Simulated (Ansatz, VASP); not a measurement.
# Sb in VASP and in Ansatz

```
Sb
1.0
     3.22198    0.00000    0.00000
     0.00000    3.22198    0.00000
     0.00000    0.00000    3.22198
Sb
1
Direct
  0.00000 0.00000 0.00000
```

Change from the starting cell: volume scaled by 1.06.

Alike in both runs: task single point; functional PBEsol; k mesh 12 × 12 × 12; occupations fermi-dirac, width 0.08 eV; no spin polarisation.

|  | VASP | Ansatz |
| --- | --- | --- |
| version | VASP 6.6.1 | Ansatz 0.2.0 |
| potentials or method | VASP PAW PBE potentials, release 64 (Sb), cutoff 520 eV | all-electron LAPW, scalar-relativistic |

|  | VASP | Ansatz | Ansatz less VASP |
| --- | --- | --- | --- |
| pressure (GPa) | -6.6 | -6.6 | +0.01 |

VASP's potentials were made for PBE, not for PBEsol. Ansatz ran all-electron here, and VASP with PAW potentials.

Spin-orbit coupling is off throughout.
